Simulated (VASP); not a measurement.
Runs of VASP 6.6.1 on Ti2Co. The structure is that of space group Fd-3m (No. 227), or close to it. The cells are those of the table. 

| task | spin | fixed moment (μB) | cell | cutoff (eV) | smearing | gap on the mesh (eV) | pressure (GPa) | moment (μB) |
| --- | --- | --- | --- | --- | --- | --- | --- | --- |
| single point | collinear, ferromagnetic start | 8.0 | a = 4.759 Å, angles 60.0°, 6 atoms | 520 | gaussian 0.1 eV | - | 27.0 | 8.00 |
| relaxation of cell and atoms | off | - | relaxed from a = 4.759 Å, angles 60.0°, 6 atoms | 600 | gaussian 0.1 eV | none | 0.0 | - |
| single point | collinear, ferromagnetic start | - | a = 4.759 Å, angles 60.0°, 6 atoms | 520 | tetrahedron | none | 15.8 | 1.07 |
| single point | collinear, ferromagnetic start | - | a = 4.935 Å, angles 60.0°, 6 atoms | 520 | gaussian 0.1 eV | none | (b) | (a) |

Alike in all rows: level PBEsol; potentials or basis VASP PAW PBE potentials, release 64 (Ti_sv, Co); k mesh 10 × 10 × 10.

**Question.** Estimate the missing entries.

**Answer.** (a) 1.83; (b) -0.1.

Caveats: the PAW data sets were made with another functional, which shifts forces and pressure a little; the cell stands under pressure (at least some runs); the total moment is fixed, so each spin has its own Fermi level and the state may be an excited one (at least some runs); tetrahedron occupations give inexact forces and stress in metals (at least some runs).

A gap of «none» marks levels without a gap at the run's occupations.
